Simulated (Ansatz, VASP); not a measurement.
## Ta: VASP beside Ansatz

File INCAR:

```
SYSTEM = Ta
PREC     = Accurate       ! precision mode
ENCUT    = 520            ! plane-wave cutoff, eV
EDIFF    = 1E-7           ! SCF threshold, eV
ISMEAR   = 0              ! smearing method
SIGMA    = 0.15           ! smearing width, eV
LREAL    = .False.        ! projectors in reciprocal space
LASPH    = .True.         ! aspherical terms in the spheres
NELM     = 80             ! most SCF steps
ALGO     = Fast           ! electronic algorithm
ISIF     = 2              ! what is computed and relaxed
LWAVE    = .False.        ! write WAVECAR
LCHARG   = .True.         ! write CHGCAR
GGA      = PS             ! functional
LELF     = .True.         ! ELF
LVHAR    = .True.       
NBANDS   = 18             ! bands
```

The input KPOINTS:

```
regular mesh
0
Gamma
  18 18 10
  0 0 0
```

Contents of POSCAR:

```
Ta
1.0
    2.9003720726      0.0000000000      0.0000000000
   -1.4501860363      2.5117958953      0.0000000000
    0.0000000000      0.0000000000      5.1662740000
Ta
2
Direct
    0.5115141591      0.3333333333      0.7500000000
    0.3333333333      0.6666666667      0.2500000000
```

Input for Ansatz:

```yaml
crystal:
  lattice:
    - [2.9003720726, 0.0, 0.0]
    - [-1.4501860363, 2.5117958953, 0.0]
    - [0.0, 0.0, 5.166274]
  atoms:
    - { symbol: Ta, position: [0.5115141591, 0.3333333333, 0.75] }
    - { symbol: Ta, position: [0.3333333333, 0.6666666667, 0.25] }
basis:
  ecutwfc: 420
kpoints:
  mp_grid: { grid: [18, 18, 10] }
hamiltonian:
  xc: pbesol
scf:
  occupations: { method: gaussian, width: 0.15 }
output:
  forces: true
  stress: true
  eigenvalues: true
```

Alike in both runs: task single point; functional PBEsol; k mesh 18 × 18 × 10; occupations gaussian, width 0.15 eV; no spin polarisation.

```csv
,VASP,Ansatz
version,VASP 6.6.1,Ansatz 0.2.0
potentials or method,"VASP PAW PBE potentials, release 64 (Ta_pv), cutoff 520 eV","scalar-relativistic, plane waves, PAW"
valence electrons in the cell,22,26
```

VASP gave:

```
gap on the k mesh at the Fermi level (eV)                     : none
pressure (GPa)                                                : -6.8
traceless stress, the component that is largest in VASP (GPa) : -6.60
rms of the force components (eV/Å)                            : 0.315
```

Task: Estimate Ansatz's values.

Result: gap on the k mesh at the Fermi level (eV): none; pressure (GPa): -6.9; traceless stress, the component that is largest in VASP (GPa): -6.62; rms of the force components (eV/Å): 0.315.

VASP's potentials were made for PBE, not for PBEsol. Atom by atom the forces differ by 0.001 eV/Å (rms over components). A gap of «none» marks a metal or a gap that the smearing closes. VASP's potentials hold 22 valence electrons a cell and Ansatz's 26, so a difference there can come from the potentials and not from the codes.

Spin-orbit coupling is off throughout.
